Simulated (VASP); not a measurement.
Wanted: the native input for a VASP 6.6.1 run.

| Quantity | Value |
| --- | --- |
| Task | single point |
| Functional | PBEsol |
| Potentials or basis | VASP PAW PBE potentials, release 64 (Sb, Ga_d) |
| Cutoff | 520 eV |
| k mesh | 6 × 6 × 6 |
| Occupations | fermi-dirac, width 0.025 eV |
| Spin | no spin polarisation |
| Dipole correction | no |
| Further INCAR settings | ALGO = Normal; EDIFF = 1e-06; NBANDS = 16 |

The structure of GaSb lies in POSCAR:

```
GaSb
1.0
    0.0000000000      3.0590000000      3.0590000000
    3.0590000000      0.0000000000      3.0590000000
    3.0590000000      3.0590000000      0.0000000000
Sb Ga
1 1
Direct
    0.7500000000      0.7500000000      0.7500000000
    0.0000000000      0.0000000000      0.0000000000
```

The input as run:

INCAR

```
SYSTEM = GaSb
  PREC = Accurate
  ENCUT = 520
  EDIFF = 1E-6
  ISMEAR = -1
  SIGMA = 0.025
  LREAL = .False.
  LASPH = .True.
  NELM = 100
  ALGO = Normal
  ISIF = 2
  LWAVE = .False.
  LCHARG = .True.
  GGA = PS
  LELF = .True.
  LVHAR = .True.
  NBANDS = 16
```

KPOINTS

```
regular mesh
0
Gamma
  6 6 6
  0 0 0
```

Potentials or basis: VASP PAW PBE potentials, release 64 (Sb, Ga_d).

Launch:

```bash
$ cat potpaw_PBE.64/Sb/POTCAR potpaw_PBE.64/Ga_d/POTCAR > POTCAR
$ mpirun -np 1 vasp_std > vasp.out
```

Results of the run:

```json
{"Pressure": "0.0 GPa", "Band gap on the k mesh": "zero (filled and empty bands touch)"}
```

Caveat: the PAW data sets were made with another functional, which shifts forces and pressure a little; spin-orbit coupling is left out, which moves the levels of the heavy elements.

Run time: 8.8 s on 1 thread of Intel(R) Xeon(R) 6975P-C (Granite Rapids), with other jobs on the host, peak memory 0.18 GiB.
